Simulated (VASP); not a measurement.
# Cr (Im-3m) in VASP: further runs

The runs below take Cr through single point, with PBE.

All numbers are computed with VASP 6.6.1; they aren't measurements. Logs are shortened: lines on timing, memory, paths and dates and some standing lists are left out, and cuts for length are marked.

## 1. The cell of the first run

Symmetry: Im-3m, No. 229, cubic system. The conventional cell has a = 2.865 Å, b = 2.865 Å, c = 2.865 Å, α = 90.00°, β = 90.00°, γ = 90.00°. Cr (site symmetry m-3m) has 14 Cr at 2.48 to 2.87 Å within 3.3 Å.

## 2. Single point, PBE, non-collinear spin, typed start, spin-orbit coupling

INCAR reads:

```
SYSTEM = Cr
  PREC = Accurate
  ENCUT = 520
  EDIFF = 1E-6
  ISMEAR = -1
  SIGMA = 0.05
  LREAL = .FALSE.
  LASPH = .TRUE.
  NELM = 150
  ALGO = Normal
  ISIF = 2
  LWAVE = .FALSE.
  LCHARG = .TRUE.
  MAGMOM = 0 0 1.01 0 0 -1.01
  LORBIT = 11
  LSORBIT = .TRUE.
  GGA_COMPAT = .FALSE.
  LORBMOM = .TRUE.
  LMAXMIX = 4
  GGA = PE
  LVHAR = .TRUE.
  NBANDS = 36
```

KPOINTS reads:

```
Automatic mesh
0
G
  11 11 11
  0 0 0
```

POSCAR reads:

```
Cr
1.0
    2.8652961636      0.0000000000      0.0000000000
    0.0000000000      2.8652961636      0.0000000000
    0.0000000000      0.0000000000      2.8652961636
Cr
2
Direct
    0.0000000000      0.0000000000      0.0000000000
    0.5000000000      0.5000000000      0.5000000000
```

Potentials or basis: VASP PAW PBE potentials, release 64 (Cr_pv).

Run with:

```
> cat potpaw_PBE.64/Cr_pv/POTCAR > POTCAR
> mpirun -np 1 vasp_ncl > vasp.out
```

OUTCAR:

```text
SYSTEM = Cr
   PREC = Accurate
   ENCUT = 520
   EDIFF = 1E-6
   ISMEAR = -1
   LREAL = .FALSE.
   LASPH = .TRUE.
   NELM = 150
   ISIF = 2
   LORBIT = 11
   LSORBIT = .TRUE.
   GGA = PE

 ion  position               nearest neighbor table
   1  0.000  0.000  0.000-   2 2.48   2 2.48   2 2.48   2 2.48   2 2.48   2 2.48   2 2.48   2 2.48

   2  0.500  0.500  0.500-   1 2.48   1 2.48   1 2.48   1 2.48   1 2.48   1 2.48   1 2.48   1 2.48

  LATTYP: Found a simple cubic cell.
 ALAT       =     2.8652961636

  Lattice vectors:

 A1 = (   2.8652961636,   0.0000000000,   0.0000000000)
 A2 = (   0.0000000000,   2.8652961636,   0.0000000000)
 A3 = (   0.0000000000,   0.0000000000,   2.8652961636)

Analysis of symmetry for initial positions (statically):
=====================================================================
 Subroutine PRICEL returns following result:

  LATTYP: Found a body centered cubic cell.
 ALAT       =     2.8652961636

  Lattice vectors:

 A1 = (   1.4326480818,   1.4326480818,  -1.4326480818)
 A2 = (  -1.4326480818,   1.4326480818,   1.4326480818)
 A3 = (   1.4326480818,  -1.4326480818,   1.4326480818)

   2 primitive cells build up your supercell.

 Routine SETGRP: Setting up the symmetry group for a
 simple cubic supercell.

 Subroutine GETGRP returns: Found 48 space group operations
 (whereof 48 operations were pure point group operations)
 out of a pool of 48 trial point group operations.

The static configuration has the point symmetry O_h .

Analysis of symmetry for dynamics (positions and initial velocities):
=====================================================================
 Subroutine PRICEL returns following result:

  LATTYP: Found a body centered cubic cell.
 ALAT       =     2.8652961636

  Lattice vectors:

 A1 = (   1.4326480818,   1.4326480818,  -1.4326480818)
 A2 = (  -1.4326480818,   1.4326480818,   1.4326480818)
 A3 = (   1.4326480818,  -1.4326480818,   1.4326480818)

   2 primitive cells build up your supercell.

 Routine SETGRP: Setting up the symmetry group for a
 simple cubic supercell.

 Subroutine GETGRP returns: Found 48 space group operations
 (whereof 48 operations were pure point group operations)
 out of a pool of 48 trial point group operations.

The dynamic configuration has the point symmetry O_h .

Analysis of structural, dynamic, and magnetic symmetry:
=====================================================================
 Subroutine PRICEL returns:
 Original cell was already a primitive cell.

 Routine SETGRP: Setting up the symmetry group for a
 simple cubic supercell.

 Subroutine GETGRP returns: Found 16 space group operations
 (whereof  8 operations were pure point group operations)
 out of a pool of 48 trial point group operations.

The overall configuration has the point symmetry C_4h.
 The point group associated with its full space group is D_4h.

 Subroutine INISYM returns: Found 16 space group operations
 (whereof  8 operations are pure point group operations),
 and found     1 'primitive' translations

----------------------------------------------------------------------------------------

                                     Primitive cell

  volume of cell :      23.5239

  direct lattice vectors                    reciprocal lattice vectors
     2.865296164  0.000000000  0.000000000     0.349004062  0.000000000  0.000000000
     0.000000000  2.865296164  0.000000000     0.000000000  0.349004062  0.000000000
     0.000000000  0.000000000  2.865296164     0.000000000  0.000000000  0.349004062

  length of vectors
     2.865296164  2.865296164  2.865296164     0.349004062  0.349004062  0.349004062

  position of ions in fractional coordinates (direct lattice)
     0.000000000  0.000000000  0.000000000
     0.500000000  0.500000000  0.500000000

  ion indices of the primitive-cell ions
   primitive index   ion index
                 1           1
                 2           2
[... 106 lines left out ...]
 NGX is ok and might be reduce to    24

[... 38 lines left out ...]
      1.43265      1.43265      1.43265         0.000000      0.000000      0.000000
 -----------------------------------------------------------------------------------
    total drift:                                0.000000     -0.000000     -0.000000

  FREE ENERGIE OF THE ION-ELECTRON SYSTEM (eV)
  ---------------------------------------------------
  free  energy   TOTEN  =       -19.0901209141 eV

  energy  without entropy=      -19.0862929840  energy(sigma->0) =      -19.08820695

 orbital moment (x)

 # of ion     p       d       tot
 ----------------------------------------
  1        -0.000  -0.000  -0.000
  2         0.000   0.000   0.000
 ----------------------------------------
           -0.000  -0.000  -0.000

 orbital moment (y)

 # of ion     p       d       tot
 ----------------------------------------
  1         0.000  -0.000  -0.000
  2         0.000  -0.000  -0.000
 ----------------------------------------
            0.000  -0.000  -0.000

 orbital moment (z)

 # of ion     p       d       tot
 ----------------------------------------
  1         0.000  -0.006  -0.006
  2        -0.000   0.006   0.006
 ----------------------------------------
           -0.000  -0.000  -0.000

 Spin-Orbit-Coupling matrix elements

 Ion:    1  E_soc:     -0.0226959
 l=   1
     0.0000000    -0.0030421    -0.0030396
    -0.0030421     0.0000000    -0.0030421
    -0.0030396    -0.0030421     0.0000000
 l=   2
     0.0000000    -0.0001966     0.0000000    -0.0001966    -0.0005350
    -0.0001966     0.0000000    -0.0004241    -0.0001646    -0.0001416
     0.0000000    -0.0004241     0.0000000    -0.0004241     0.0000000
    -0.0001966    -0.0001646    -0.0004241     0.0000000    -0.0001416
    -0.0005350    -0.0001416     0.0000000    -0.0001416     0.0000000
 l=   3
     0.0000000     0.0000000     0.0000000     0.0000000     0.0000000     0.0000000     0.0000000
     0.0000000     0.0000000     0.0000000     0.0000000     0.0000000     0.0000000     0.0000000
     0.0000000     0.0000000     0.0000000     0.0000000     0.0000000     0.0000000     0.0000000
     0.0000000     0.0000000     0.0000000     0.0000000     0.0000000     0.0000000     0.0000000
     0.0000000     0.0000000     0.0000000     0.0000000     0.0000000     0.0000000     0.0000000
     0.0000000     0.0000000     0.0000000     0.0000000     0.0000000     0.0000000     0.0000000
     0.0000000     0.0000000     0.0000000     0.0000000     0.0000000     0.0000000     0.0000000

 Ion:    2  E_soc:     -0.0226959
 l=   1
     0.0000000    -0.0030421    -0.0030396
    -0.0030421     0.0000000    -0.0030421
    -0.0030396    -0.0030421     0.0000000
 l=   2
     0.0000000    -0.0001966     0.0000000    -0.0001966    -0.0005350
    -0.0001966     0.0000000    -0.0004241    -0.0001646    -0.0001416
     0.0000000    -0.0004241     0.0000000    -0.0004241     0.0000000
    -0.0001966    -0.0001646    -0.0004241     0.0000000    -0.0001416
    -0.0005350    -0.0001416     0.0000000    -0.0001416     0.0000000
 l=   3
     0.0000000     0.0000000     0.0000000     0.0000000     0.0000000     0.0000000     0.0000000
     0.0000000     0.0000000     0.0000000     0.0000000     0.0000000     0.0000000     0.0000000
     0.0000000     0.0000000     0.0000000     0.0000000     0.0000000     0.0000000     0.0000000
     0.0000000     0.0000000     0.0000000     0.0000000     0.0000000     0.0000000     0.0000000
     0.0000000     0.0000000     0.0000000     0.0000000     0.0000000     0.0000000     0.0000000
     0.0000000     0.0000000     0.0000000     0.0000000     0.0000000     0.0000000     0.0000000
     0.0000000     0.0000000     0.0000000     0.0000000     0.0000000     0.0000000     0.0000000

 total charge

# of ion       s       p       d       tot
------------------------------------------
    1        0.434   6.392   4.196  11.022
    2        0.434   6.392   4.196  11.022
--------------------------------------------------
tot          0.868  12.784   8.392  22.045

 magnetization (x)

# of ion       s       p       d       tot
------------------------------------------
    1        0.000   0.000   0.000   0.000
    2        0.000  -0.000   0.000  -0.000
--------------------------------------------------
tot          0.000  -0.000   0.000  -0.000

 magnetization (y)

# of ion       s       p       d       tot
------------------------------------------
    1        0.000   0.000   0.000   0.000
    2        0.000   0.000   0.000   0.000
--------------------------------------------------
tot          0.000   0.000   0.000   0.000

 magnetization (z)

# of ion       s       p       d       tot
------------------------------------------
    1        0.014   0.008   1.072   1.093
    2       -0.014  -0.008  -1.072  -1.093
--------------------------------------------------
tot          0.000   0.000   0.000   0.000
```

It took 6.1 min on 1 thread of AMD EPYC 9R45 (Zen 5), shared host; peak memory 0.27 GiB.

What came out:

```yaml
Free_energy: -19.0901 eV
Pressure: -0.1 GPa
Net_moment: 0.00 μB per cell
Valence_electrons_inside_the_program's_atomic_spheres: Cr 11.02
```

Stress tensor (GPa, compression positive):
```
-0.04  0.00  0.00
 0.00 -0.04  0.00
 0.00  0.00 -0.15
```

Moments on the atoms (μB; x, y, z):
```
Cr   0.00  0.00  1.09
Cr   0.00  0.00 -1.09
```

## 3. Single point, PBE, collinear spin, antiferromagnetic start (12.23 Å³/atom)

This run uses another cell than the first one, of 12.23 Å³/atom.

INCAR reads:

```
  ALGO = Normal
  EDIFF = 1E-7
  ENCUT = 520
  GGA = PE
  ISIF = 2
  ISMEAR = -1
  ISPIN = 2
  LASPH = T
  LCHARG = F
  LMAXMIX = 4
  LORBIT = 11
  LREAL = F
  LWAVE = F
  MAGMOM = 1.01 -1.01
  NBANDS = 23
  NELM = 150
  PREC = Accurate
  SIGMA = 0.05
```

KPOINTS reads:

```
k-points
0
Gamma
  18 18 18
```

POSCAR reads:

```
Cr
1.0
    2.9030017529      0.0000000000      0.0000000000
    0.0000000000      2.9030017529      0.0000000000
    0.0000000000      0.0000000000      2.9030017529
Cr
2
Direct
    0.0000000000      0.0000000000      0.0000000000
    0.5000000000      0.5000000000      0.5000000000
```

Potentials or basis: VASP PAW PBE potentials, release 64 (Cr_pv).

Run with:

```
> cat potpaw_PBE.64/Cr_pv/POTCAR > POTCAR
> mpirun -np 1 vasp_std > vasp.out
```

Run time: 1.9 min. Hardware: 1 thread of AMD EPYC 9R45 (Zen 5), shared host; peak memory 0.24 GiB.

The run converged. Its results:

```
Free energy                                           : -19.0459 eV
Pressure                                              : -6.2 GPa
Band gap on the k mesh                                : zero (filled and empty bands overlap)
Net moment                                            : 0.00 μB per cell
Site moments                                          : Cr +1.38, -1.38 μB
Valence electrons inside the program's atomic spheres : Cr 10.94
```

Levels at points of the mesh, in eV from the Fermi level:
Spin up:
| k point | band 9 | band 10 | band 11 | band 12 | band 13 | band 14 | band 15 | band 16 |
| --- | --- | --- | --- | --- | --- | --- | --- | --- |
| (0.00, 0.00, 0.00) | -3.93 | -0.86 | -0.86 | -0.86 | 1.25 | 1.25 | 2.57 | 2.57 |
| (0.50, 0.00, 0.00) | -2.01 | -1.05 | -0.87 | -0.87 | 0.07 | 0.38 | 0.38 | 1.49 |
| (0.50, 0.50, 0.00) | -2.24 | -2.24 | 0.94 | 1.00 | 1.00 | 1.05 | 1.38 | 2.09 |
| (0.50, 0.50, 0.50) | -2.54 | -1.68 | -1.68 | -1.68 | 1.00 | 1.00 | 2.14 | 2.14 |
Spin down:
```
           k point  band 10  band 11  band 12  band 13  band 14  band 15
(0.00, 0.00, 0.00)    -0.86    -0.86    -0.86     1.25     1.25     2.57
(0.50, 0.00, 0.00)    -1.05    -0.87    -0.87     0.07     0.38     0.38
(0.50, 0.50, 0.00)    -2.24     0.94     1.00     1.00     1.05     1.38
(0.50, 0.50, 0.50)    -1.68    -1.68    -1.68     1.00     1.00     2.14
```

Caveat: the cell stands under tension; an empty level that is flat over the whole mesh can mark a ghost state of the potentials, or a narrow d or f band; the antiferromagnetic order is the one typed at the start, and another may lie lower.

## 4. Single point, PBE, collinear spin, antiferromagnetic start (12.70 Å³/atom)

This run uses another cell than the first one, of 12.70 Å³/atom.

INCAR reads:

```
ALGO = Normal ; EDIFF = 1E-6
ENCUT = 520 ; GGA = PE
ISIF = 2 ; ISMEAR = -1
ISPIN = 2 ; LASPH = T
LCHARG = F ; LMAXMIX = 4
LORBIT = 11 ; LREAL = F
LWAVE = F ; MAGMOM = 1.01 -1.01
NBANDS = 23 ; NELM = 150
PREC = Accurate ; SIGMA = 0.05
```

KPOINTS is that of step 3.

POSCAR reads:

```
Cr
1.0
    2.9397525119      0.0000000000      0.0000000000
    0.0000000000      2.9397525119      0.0000000000
    0.0000000000      0.0000000000      2.9397525119
Cr
2
Direct
    0.0000000000      0.0000000000      0.0000000000
    0.5000000000      0.5000000000      0.5000000000
```

Run with:

```
> cat potpaw_PBE.64/Cr_pv/POTCAR > POTCAR
> mpirun -np 1 vasp_std > vasp.out
```

Run time: 1.9 min. Hardware: 1 thread of AMD EPYC 9R45 (Zen 5), shared host; peak memory 0.25 GiB.

Results (log left out):

* Free energy: -18.9965 eV
* Pressure: -10.6 GPa
* Band gap on the k mesh: zero (filled and empty bands overlap)
* Net moment: 0.00 μB per cell
* Site moments: Cr +1.63, -1.63 μB
* Valence electrons inside the program's atomic spheres: Cr 10.87

Levels at points of the mesh, in eV from the Fermi level:
Spin up:
```
           k point  band 10  band 11  band 12  band 13  band 14  band 15
(0.00, 0.00, 0.00)    -0.86    -0.86    -0.86     1.24     1.24     2.54
(0.50, 0.00, 0.00)    -0.95    -0.95    -0.84    -0.06     0.52     0.52
(0.50, 0.50, 0.00)    -2.15     0.78     0.90     0.90     0.97     1.40
(0.50, 0.50, 0.50)    -1.52    -1.52    -1.52     0.83     0.83     2.21
```
Spin down:
```csv
k point,band 9,band 10,band 11,band 12,band 13,band 14,band 15,band 16
"(0.00, 0.00, 0.00)",-3.75,-0.86,-0.86,-0.86,1.24,1.24,2.54,2.54
"(0.50, 0.00, 0.00)",-2.00,-0.95,-0.95,-0.84,-0.06,0.52,0.52,1.60
"(0.50, 0.50, 0.00)",-2.15,-2.15,0.78,0.90,0.90,0.97,1.40,2.15
"(0.50, 0.50, 0.50)",-2.52,-1.52,-1.52,-1.52,0.83,0.83,2.21,2.21
```

Caveat: the cell stands under tension; the antiferromagnetic order is the one typed at the start, and another may lie lower.

## 5. Single point, PBE, collinear spin, ferromagnetic start

This run uses another cell than the first one: it holds 1 atom, not 2.

INCAR reads:

```
SYSTEM = Cr
ALGO     = Normal         ! electronic algorithm
EDIFF    = 1E-6           ! SCF threshold, eV
ENCUT    = 700            ! plane-wave cutoff, eV
GGA      = PE             ! functional
GGA_COMPAT= .False.      
ISIF     = 2              ! what is computed and relaxed
ISMEAR   = 0              ! smearing method
ISPIN    = 2              ! spin polarisation
LASPH    = .True.         ! aspherical terms in the spheres
LCHARG   = .False.        ! write CHGCAR
LMAXMIX  = 4              ! l up to which the mixer works
LORBIT   = 11             ! projections on sites
LREAL    = .False.        ! projectors in reciprocal space
LWAVE    = .False.        ! write WAVECAR
MAGMOM   = 1.5            ! initial moments
NBANDS   = 17             ! bands
NELM     = 200            ! most SCF steps
PREC     = Accurate       ! precision mode
SIGMA    = 1.0            ! smearing width, eV
```

KPOINTS reads:

```
k-points
0
Gamma
  15 15 15
  0 0 0
```

POSCAR reads:

```
Cr
1.0
   -1.4240148648      1.4240148648      1.4240148648
    1.4240148648     -1.4240148648      1.4240148648
    1.4240148648      1.4240148648     -1.4240148648
Cr
1
Direct
    0.0000000000      0.0000000000      0.0000000000
```

Potentials or basis: VASP PAW PBE potentials, release 64 (Cr_sv).

Run with:

```
> cat potpaw_PBE.64/Cr_sv/POTCAR > POTCAR
> mpirun -np 1 vasp_std > vasp.out
```

Run time: 56 s. Hardware: 1 thread of Intel Xeon Platinum 8559C (Emerald Rapids), shared host; peak memory 0.18 GiB.

The run converged. Its results:

```yaml
Free_energy: -9.8333 eV
Pressure: 3.9 GPa
Band_gap_on_the_k_mesh: zero (filled and empty bands overlap)
Net_moment: 0.00 μB per cell
Valence_electrons_inside_the_program's_atomic_spheres: Cr 11.80
```

Levels at points of the mesh, in eV from the Fermi level:
Spin up:
| k point | band 3 | band 4 | band 5 | band 6 | band 7 | band 8 | band 9 | band 10 | band 11 | band 12 |
| --- | --- | --- | --- | --- | --- | --- | --- | --- | --- | --- |
| (0.00, 0.00, 0.00) | -42.50 | -42.50 | -7.82 | -0.75 | -0.75 | -0.75 | 1.32 | 1.32 | 22.43 | 22.43 |
Spin down:
```csv
k point,band 4,band 5,band 6,band 7,band 8,band 9,band 10,band 11
"(0.00, 0.00, 0.00)",-42.50,-7.82,-0.75,-0.75,-0.75,1.32,1.32,22.43
```

Caveat: the cell stands under pressure; so wide a smearing shifts energies and pressures; the moments typed at the start vanished in this run.

## 6. Single point, PBE

This run uses another cell than the first one: it holds 1 atom, not 2.

INCAR reads:

```
PREC = Accurate
ENCUT = 700
EDIFF = 1E-6
ISMEAR = -1
SIGMA = 0.1
LREAL = F
LASPH = T
NELM = 120
ALGO = Normal
ISIF = 2
LWAVE = F
LCHARG = F
GGA = PE
NBANDS = 13
GGA_COMPAT = F
```

KPOINTS reads:

```
Automatic mesh
0
Gamma
  9 9 9
```

POSCAR reads:

```
Cr
1.0
   -1.4243177237      1.4243177237      1.4243177237
    1.4243177237     -1.4243177237      1.4243177237
    1.4243177237      1.4243177237     -1.4243177237
Cr
1
Direct
    0.0000000000      0.0000000000      0.0000000000
```

Potentials or basis: VASP PAW PBE potentials, release 64 (Cr_sv).

Run with:

```
> cat potpaw_PBE.64/Cr_sv/POTCAR > POTCAR
> mpirun -np 1 vasp_std > vasp.out
```

It took 6.2 s on 1 thread of Intel Xeon Platinum 8259CL at 2.50GHz (Skylake/Cascade Lake), shared host; peak memory 0.13 GiB.

It converged, with:

* Free energy: -9.6322 eV
* Pressure: -1.4 GPa
* Band gap on the k mesh: zero (bands 7 and 8 overlap by 3.03 eV)

Levels at points of the mesh, in eV from the Fermi level:
```
           k point  band 4  band 5  band 6  band 7  band 8  band 9  band 10  band 11
(0.00, 0.00, 0.00)  -42.69   -7.90   -0.91   -0.91   -0.91    1.15     1.15    22.36
```

Caveat: the run has no spin polarisation, though such a crystal can be magnetic.

## 7. The runs side by side

```tsv
potentials or basis	spin	cell	k mesh	cutoff (eV)	smearing	gap on the mesh (eV)	pressure (GPa)	moment (μB)
VASP PAW PBE potentials, release 64 (Cr_pv)	non-collinear, typed start, SOC	a = 2.865 Å, 2 atoms, atomic positions A	11 × 11 × 11	520	fermi-dirac 0.05 eV	-	-0.1	0.00
VASP PAW PBE potentials, release 64 (Cr_pv)	collinear, antiferromagnetic start	a = 2.903 Å, 2 atoms, atomic positions A	18 × 18 × 18	520	fermi-dirac 0.05 eV	none	-6.2	0.00
VASP PAW PBE potentials, release 64 (Cr_pv)	collinear, antiferromagnetic start	a = 2.940 Å, 2 atoms, atomic positions A	18 × 18 × 18	520	fermi-dirac 0.05 eV	none	-10.6	0.00
VASP PAW PBE potentials, release 64 (Cr_sv)	off	a = 2.467 Å, angles 109.5°, 1 atom, atomic positions B	9 × 9 × 9	700	fermi-dirac 0.1 eV	none	-1.4	-
```

Alike in all rows: task single point; level PBE.

Caveats: the cell stands under tension (at least some runs); the antiferromagnetic order is the one typed at the start, and another may lie lower (at least some runs); an empty level that is flat over the whole mesh can mark a ghost state of the potentials, or a narrow d or f band (at least some runs).

Total energies depend on the potentials used, so only differences within one code and one set of settings carry meaning.
